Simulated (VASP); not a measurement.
A run of VASP 6.6.1 is set up as follows.

File INCAR:

```
  PREC = Accurate
  ENCUT = 520
  EDIFF = 1E-8
  ISMEAR = -1
  SIGMA = 0.02
  LREAL = F
  LASPH = T
  NELM = 80
  ALGO = Normal
  ISIF = 2
  LWAVE = F
  LCHARG = F
  GGA = PE
  LEFG = T
  NBANDS = 44
```

Contents of KPOINTS:

```
Automatic mesh
0
Gamma
  4 4 3
```

File POSCAR:

```
SiO2
1.0
    4.9329000000      0.0000000000      0.0000000000
    0.0000000000      4.9329000000      0.0000000000
    0.0000000000      0.0000000000      6.4645000000
Si O
4 8
Direct
    0.6822900000      0.6822900000      0.5000000000
    0.8177100000      0.1822900000      0.7500000000
    0.3177100000      0.3177100000      0.0000000000
    0.1822900000      0.8177100000      0.2500000000
    0.3645700000      0.7316500000      0.4480700000
    0.7683500000      0.8645700000      0.6980700000
    0.6354300000      0.2683500000      0.9480700000
    0.2316500000      0.1354300000      0.1980700000
    0.8645700000      0.7683500000      0.3019300000
    0.2683500000      0.6354300000      0.0519300000
    0.1354300000      0.2316500000      0.8019300000
    0.7316500000      0.3645700000      0.5519300000
```

Potentials or basis: VASP PAW PBE potentials, release 64 (Si, O).

The run is started by

```console
$ cat potpaw_PBE.64/Si/POTCAR potpaw_PBE.64/O/POTCAR > POTCAR
$ mpirun -np 1 vasp_std > vasp.out
```

(1) What does it give for the largest force?

(2) What does it give for the band gap on the k mesh?

(3) Estimate the pressure.

## Answers

(1) 0.202 eV/Å.

(2) 5.71 eV, direct.

(3) 4.2 GPa.

Caveat: without QUAD_EFG the Cq values of the log hold for a quadrupole moment of 1 mb, not for the nuclei.
